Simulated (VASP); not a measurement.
Here is a VASP 6.6.1 calculation.

POSCAR

```
CsH
1.0
    0.0000000000      3.1880000000      3.1880000000
    3.1880000000      0.0000000000      3.1880000000
    3.1880000000      3.1880000000      0.0000000000
Cs H
1 1
Direct
    0.0000000000      0.0000000000      0.0000000000
    0.5000000000      0.5000000000      0.5000000000
```

The input INCAR.step1:

```
SYSTEM = CsH
PREC = Accurate
ENCUT = 520
EDIFF = 1E-5
ISMEAR = -1
SIGMA = 0.02
LREAL = .False.
LASPH = .True.
NELM = 60
ALGO = Normal
ISIF = 2
LWAVE = .True.
LCHARG = .False.
NBANDS = 12
GGA = PE
```

File INCAR.step2:

```
SYSTEM = CsH
PREC = Accurate
ENCUT = 520
EDIFF = 1E-6
ISMEAR = -1
SIGMA = 0.02
LREAL = .False.
LASPH = .True.
NELM = 60
ALGO = Normal
ISIF = 2
LWAVE = .False.
LCHARG = .False.
GGA = PE
LHFCALC = .True.
HFSCREEN = 0.2079
PRECFOCK = Normal
NBANDS = 12
ISTART = 1
```

Contents of KPOINTS:

```
regular mesh
0
Gamma
  6 6 6
  0 0 0
```

Potentials or basis: VASP PAW PBE potentials, release 64 (Cs_sv, H).

Launch:

```console
$ cat potpaw_PBE.64/Cs_sv/POTCAR potpaw_PBE.64/H/POTCAR > POTCAR
$ cp INCAR.step1 INCAR
$ mpirun -np 1 vasp_std > vasp.out
$ cp INCAR.step2 INCAR
$ mpirun -np 1 vasp_std > vasp.out
```

Q: What does it give for the band gap on the k mesh?

A: 3.25 eV.

Q: What does it give for the pressure?

A: 0.1 GPa.

Caveat: the PAW data sets were made with another functional, which shifts forces and pressure a little; spin-orbit coupling is left out, which moves the levels of the heavy elements. A k mesh can miss the band edges.
